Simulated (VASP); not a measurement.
Hf, 2 atoms in the cell. The structure is orthorhombic, space group Cmcm (No. 63). Conventional cell: a = 2.717 Å, b = 6.367 Å, c = 5.058 Å, α = 90.00°, β = 90.00°, γ = 90.00°. Within 3.6 Å of Hf (site symmetry m2m) lie 12 Hf at 2.72 to 3.46 Å.  This cell differs from its parent crystal: strain -0.1500 x Voigt [1, -1, 0, 0, 0, 0].

* Program: VASP 6.6.1
* Task: single point
* Functional: PBEsol
* Potentials or basis: VASP PAW PBE potentials, release 64 (Hf_pv)
* Cutoff: 520 eV
* k mesh: 18 × 18 × 10
* Occupations: gaussian, width 0.15 eV
* Spin: no spin polarisation
* Dipole correction: no
* Further INCAR settings: ALGO = Fast; EDIFF = 1e-06; NBANDS = 17

Potentials or basis: VASP PAW PBE potentials, release 64 (Hf_pv).

The run is started by

```console
$ cat potpaw_PBE.64/Hf_pv/POTCAR > POTCAR
$ mpirun -np 1 vasp_std > vasp.out
```

Hardware: 1 thread of Intel Xeon 6975P-C, with other jobs on the host.

Question: How long does it take, and how much memory?

Answer: Run time: 5.7 min on 1 thread of Intel Xeon 6975P-C, with other jobs on the host, peak memory 0.43 GiB. Counts: scf iterations 14, k points 546.
